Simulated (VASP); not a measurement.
# Pd (Im-3m) in VASP: further runs, part 2 of 2

VASP 6.6.1.

## Step 4: Single point, r2SCAN

This run uses another cell than the first one, of 15.24 Å³/atom, 1.043 times its volume.

The input, POSCAR:

```
Pd
1.0
   -1.5617284606      1.5617284606      1.5617284606
    1.5617284606     -1.5617284606      1.5617284606
    1.5617284606      1.5617284606     -1.5617284606
Pd
1
Direct
    0.0000000000      0.0000000000      0.0000000000
```

The input, INCAR.step1:

```
SYSTEM = Pd
PREC     = Accurate       ! precision mode
ENCUT    = 520            ! plane-wave cutoff, eV
ISMEAR   = -1             ! smearing method
SIGMA    = 0.05           ! smearing width, eV
LREAL    = .False.        ! projectors in reciprocal space
LASPH    = .True.         ! aspherical terms in the spheres
NELM     = 80             ! most SCF steps
NBANDS   = 11             ! bands
GGA      = PE             ! functional
ALGO     = Normal         ! electronic algorithm
EDIFF    = 1E-4           ! SCF threshold, eV
LWAVE    = .True.         ! write WAVECAR
LCHARG   = .False.        ! write CHGCAR
```

The input, INCAR.step2:

```
SYSTEM = Pd
PREC     = Accurate       ! precision mode
ENCUT    = 520            ! plane-wave cutoff, eV
EDIFF    = 1E-7           ! SCF threshold, eV
ISMEAR   = -1             ! smearing method
SIGMA    = 0.05           ! smearing width, eV
LREAL    = .False.        ! projectors in reciprocal space
LASPH    = .True.         ! aspherical terms in the spheres
NELM     = 80             ! most SCF steps
ALGO     = Normal         ! electronic algorithm
ISIF     = 2              ! what is computed and relaxed
LWAVE    = .False.        ! write WAVECAR
LCHARG   = .False.        ! write CHGCAR
METAGGA  = R2SCAN         ! meta-GGA
LMIXTAU  = .True.       
NBANDS   = 11             ! bands
ISTART   = 1
```

The input, KPOINTS:

```
regular mesh
0
Gamma
  10 10 10
  0 0 0
```

Potentials or basis: VASP PAW PBE potentials, release 64 (Pd).

Command:

```sh
$ cat potpaw_PBE.64/Pd/POTCAR > POTCAR
$ cp INCAR.step1 INCAR
$ mpirun -np 1 vasp_std > vasp.out
$ cp INCAR.step2 INCAR
$ mpirun -np 1 vasp_std > vasp.out
```

OUTCAR:

```text
SYSTEM = Pd
   PREC = Accurate
   ENCUT = 520
   EDIFF = 1E-7
   ISMEAR = -1
   LREAL = .False.
   LASPH = .True.
   NELM = 80
   ISIF = 2
   METAGGA = R2SCAN
   ISTART = 1

 ion  position               nearest neighbor table
   1  0.000  0.000  0.000-

  LATTYP: Found a body centered cubic cell.
 ALAT       =     3.1234569212

  Lattice vectors:

 A1 = (  -1.5617284606,   1.5617284606,   1.5617284606)
 A2 = (   1.5617284606,  -1.5617284606,   1.5617284606)
 A3 = (   1.5617284606,   1.5617284606,  -1.5617284606)

Analysis of symmetry for initial positions (statically):
=====================================================================
 Subroutine PRICEL returns:
 Original cell was already a primitive cell.

 Routine SETGRP: Setting up the symmetry group for a
 body centered cubic supercell.

 Subroutine GETGRP returns: Found 48 space group operations
 (whereof 48 operations were pure point group operations)
 out of a pool of 48 trial point group operations.

The static configuration has the point symmetry O_h .

Analysis of symmetry for dynamics (positions and initial velocities):
=====================================================================
 Subroutine PRICEL returns:
 Original cell was already a primitive cell.

 Routine SETGRP: Setting up the symmetry group for a
 body centered cubic supercell.

 Subroutine GETGRP returns: Found 48 space group operations
 (whereof 48 operations were pure point group operations)
 out of a pool of 48 trial point group operations.

The dynamic configuration has the point symmetry O_h .

 Subroutine INISYM returns: Found 48 space group operations
 (whereof 48 operations are pure point group operations),
 and found     1 'primitive' translations

----------------------------------------------------------------------------------------

                                     Primitive cell

  volume of cell :      15.2362

  direct lattice vectors                    reciprocal lattice vectors
    -1.561728461  1.561728461  1.561728461     0.000000000  0.320158089  0.320158089
     1.561728461 -1.561728461  1.561728461     0.320158089  0.000000000  0.320158089
     1.561728461  1.561728461 -1.561728461     0.320158089  0.320158089  0.000000000

  length of vectors
     2.704993041  2.704993041  2.704993041     0.452771912  0.452771912  0.452771912

  position of ions in fractional coordinates (direct lattice)
     0.000000000  0.000000000  0.000000000

  ion indices of the primitive-cell ions
   primitive index   ion index
                 1           1

----------------------------------------------------------------------------------------

 KPOINTS: regular mesh

Automatic generation of k-mesh.
 Grid dimensions read from file:
 generate k-points for:   10   10   10

 Generating k-lattice:

  Cartesian coordinates                     Fractional coordinates (reciprocal lattice)
     0.000000000  0.032015809  0.032015809     0.100000000  0.000000000  0.000000000
     0.032015809  0.000000000  0.032015809     0.000000000  0.100000000  0.000000000
     0.032015809  0.032015809  0.000000000     0.000000000  0.000000000  0.100000000

  Length of vectors
     0.045277191  0.045277191  0.045277191

  Shift w.r.t. Gamma in fractional coordinates (k-lattice)
     0.000000000  0.000000000  0.000000000

 Subroutine IBZKPT returns following result:
 ===========================================

 Found     47 irreducible k-points:

 Following reciprocal coordinates:
            Coordinates               Weight
  0.000000  0.000000  0.000000      1.000000
  0.100000  0.000000  0.000000     12.000000
  0.200000  0.000000  0.000000     12.000000
  0.300000  0.000000  0.000000     12.000000
  0.400000  0.000000  0.000000     12.000000
  0.500000  0.000000  0.000000      6.000000
[... 16 lines left out ...]
  0.300000  0.300000  0.100000      8.000000
 -0.300000  0.300000  0.100000     24.000000
 [... further k-points ...]
   k-points           NKPTS =     47   k-points in BZ     NKDIM =     47   number of bands    NBANDS=     11
   number of dos      NEDOS =    301   number of ions     NIONS =      1
   total plane-waves  NPLWV =   8000
   dimension x,y,z NGX =    20 NGY =   20 NGZ =   20
   dimension x,y,z NGXF=    40 NGYF=   40 NGZF=   40
   ions per type =               1
   NGX,Y,Z   is equivalent  to a cutoff of  12.29, 12.29, 12.29 a.u.
   NGXF,Y,Z  is equivalent  to a cutoff of  24.58, 24.58, 24.58 a.u.
 SYSTEM =  Pd
   PREC   = accura    normal or accurate (medium, high low for compatibility)
   ISTART =      1    job   : 0-new  1-cont  2-samecut
   ICHARG =      0    charge: 1-file 2-atom 10-const
   ISPIN  =      1    spin polarized calculation?
   LNONCOLLINEAR =      F non collinear calculations
   LSORBIT =      F    spin-orbit coupling
   LASPH  =      T    aspherical Exc in radial PAW
   ENCUT  =  520.0 eV  38.22 Ry    6.18 a.u.   5.03  5.03  5.03*2*pi/ulx,y,z
   NELM   =     80;   NELMIN=  2; NELMDL=  0     # of ELM steps
   EDIFF  = 0.1E-06   stopping-criterion for ELM
   LREAL  =      F    real-space projection
   EDIFFG = 0.1E-05   stopping-criterion for IOM
   NSW    =      0    number of steps for IOM
   IBRION =     -1    ionic relax: 0-MD 1-quasi-New 2-CG
   NFREE  =      0    steps in history (QN), initial steepest desc. (CG)
   ISIF   =      2    stress and relaxation
   ISYM   =      2    0-nonsym 1-usesym 2-fastsym
   POTIM  = 0.5000    time-step for ionic-motion
   TEBEG  =    0.0;   TEEND  =   0.0 temperature during run
   PSTRESS=    0.0 pullay stress
   NELECT =      10.0000    total number of electrons
   NUPDOWN=      -1.0000    fix difference up-down
   EMIN   =  10.00;   EMAX   =-10.00  energy-range for DOS
   EFERMI =   0.00;   METHOD = LEGACY
   ISMEAR =    -1;   SIGMA  =   0.05  broadening in eV -4-tet -1-fermi 0-gaus
   EFERMI_NEDOS =   21; number of points for ismear=-14 and -15
   IALGO  =     38    algorithm
   IMIX   =      4    mixing-type and parameters
     AMIX     =   0.40;   BMIX     =  1.00
     AMIX_MAG =   1.60;   BMIX_MAG =  1.00
  volume/ion in A,a.u.               =      15.24       102.82
  Fermi-wavevector in a.u.,A,eV,Ry     =   1.422709  2.688530 27.539552  2.024100
  Thomas-Fermi vector in A             =   2.543384
   LORBIT       =      0    0 simple, 1 ext, 2 COOP (PROOUT), +10 PAW based schemes
   METAGGA = R2SCAN    functional components
   LHFCALC =     F    Hartree Fock is set to
   AEXX    =    0.0000 exact exchange contribution
   IVDW    =     0    specifies the selected vdW correction
   LEPSILON=     F    determine dielectric tensor
   LRPA    =     F    only Hartree local field effects (RPA)
 non-spin polarized calculation
  energy-cutoff  :      520.00
  volume of cell :       15.24
 maximum number of plane-waves:       420
   NGX =  9   NGY =  9   NGZ =  9

 number of electron      10.0000006 magnetization

 Free energy of the ion-electron system (eV)
  ---------------------------------------------------
  ext. energy  EPLUGINS =         0.00000000
  ---------------------------------------------------
  free energy    TOTEN  =       -22.91307938 eV

  energy without entropy =      -22.90251649  energy(sigma->0) =      -22.90779793

 E-fermi :   9.1109     XC(G=0): -13.8729

 val. band max:        9.0927548371   @ k =  -0.4000   0.4000   0.2000
 cond. band min:       9.1729751045   @ k =  -0.4000   0.5000   0.3000
 fundamental gap:      0.0802202674
 Fermi energy:         9.1109300663

 k-point     1 :       0.0000    0.0000    0.0000
  band No.  band energies     occupation
      1       2.1680      2.00000
      2       6.1842      2.00000
      3       6.1842      2.00000
      4       6.1842      2.00000
      5       8.0918      2.00000
      6       8.0918      2.00000
      7      29.3626      0.00000
      8      29.3626      0.00000
      9      29.3626      0.00000
     10      31.8057      0.00000
     11      37.8135      0.00000

 k-point     2 :       0.1000    0.0000    0.0000
  band No.  band energies     occupation
      1       2.5483      2.00000
      2       6.0601      2.00000
      3       6.1905      2.00000
      4       6.4532      2.00000
      5       7.9578      2.00000
      6       8.1016      2.00000
      7      28.9904      0.00000
      8      29.3526      0.00000
      9      29.8021      0.00000
     10      31.7936      0.00000
     11      35.4233      0.00000
[... 295 lines left out ...]
 k-point    24 :      -0.3000    0.3000    0.1000
  band No.  band energies     occupation
      1       4.4241      2.00000
      2       5.6635      2.00000
      3       6.6007      2.00000
      4       7.5507      2.00000
      5       8.1984      2.00000
      6       8.8850      1.97845
      7      23.3011      0.00000
      8      26.8198      0.00000
      9      28.9821      0.00000
     10      31.7916      0.00000
     11      33.3149      0.00000

 [... further k-points ...]
[... 5 lines left out ...]
  --------------------------------------------------------------------------------------
  -------------------------------------------------------------------------------------
  Total       -0.1561473     -0.1561473     -0.1561473      0.0000000      0.0000000     -0.0000000
  in kB      -16.4198242    -16.4198242    -16.4198242      0.0000000      0.0000000     -0.0000000
  external PRESSURE =     -16.4198242 kB  Pullay stress =       0.0000000 kB

 VOLUME and BASIS-vectors are now :
 -----------------------------------------------------------------------------
  energy-cutoff  :      520.00
  volume of cell :       15.24
      direct lattice vectors                 reciprocal lattice vectors
    -1.561728461  1.561728461  1.561728461     0.000000000  0.320158089  0.320158089
     1.561728461 -1.561728461  1.561728461     0.320158089  0.000000000  0.320158089
     1.561728461  1.561728461 -1.561728461     0.320158089  0.320158089  0.000000000

 POSITION                                       TOTAL-FORCE (eV/Angst)
 -----------------------------------------------------------------------------------
      0.00000      0.00000      0.00000         0.000000      0.000000     -0.000000
 -----------------------------------------------------------------------------------
    total drift:                                0.000000     -0.000000      0.000000

  FREE ENERGIE OF THE ION-ELECTRON SYSTEM (eV)
  ---------------------------------------------------
  free  energy   TOTEN  =       -22.9130793781 eV

  energy  without entropy=      -22.9025164880  energy(sigma->0) =      -22.90779793
```

Wall time 65 s (1 thread of AMD EPYC 7R13, shared host); peak memory 0.1 GiB.

What came out:

* Free energy: -22.9131 eV
* Pressure: -1.6 GPa
* Band gap on the k mesh: zero (band 5 reaches 9.69 eV, above the bottom of band 6 at 8.09 eV)

Levels at points of the mesh, in eV from the Fermi level:
```tsv
k point	band 3	band 4	band 5	band 6	band 7	band 8
(0.00, 0.00, 0.00)	-2.93	-2.93	-1.02	-1.02	20.25	20.25
(0.50, 0.00, 0.00)	-1.07	-0.80	0.57	1.72	8.07	15.84
(0.50, 0.50, 0.50)	0.20	0.20	0.20	9.66	9.66	9.66
```

Caveat: the PAW data sets were made with another functional, which shifts forces and pressure a little.

## Step 5: The runs side by side

| cell | gap on the mesh (eV) | pressure (GPa) |
| --- | --- | --- |
| a = 2.668 Å, angles 109.5°, 1 atom | none | 6.4 |
| a = 2.686 Å, angles 109.5°, 1 atom | none | 2.1 |
| a = 2.705 Å, angles 109.5°, 1 atom | none | -1.6 |

Alike in all rows: task single point; level r2SCAN; potentials or basis VASP PAW PBE potentials, release 64 (Pd); no spin polarisation; k mesh 10 × 10 × 10; cutoff (eV) 520; smearing fermi-dirac 0.05 eV.

Caveats: the PAW data sets were made with another functional, which shifts forces and pressure a little.

Total energies depend on the potentials used, so only differences within one code and one set of settings carry meaning.
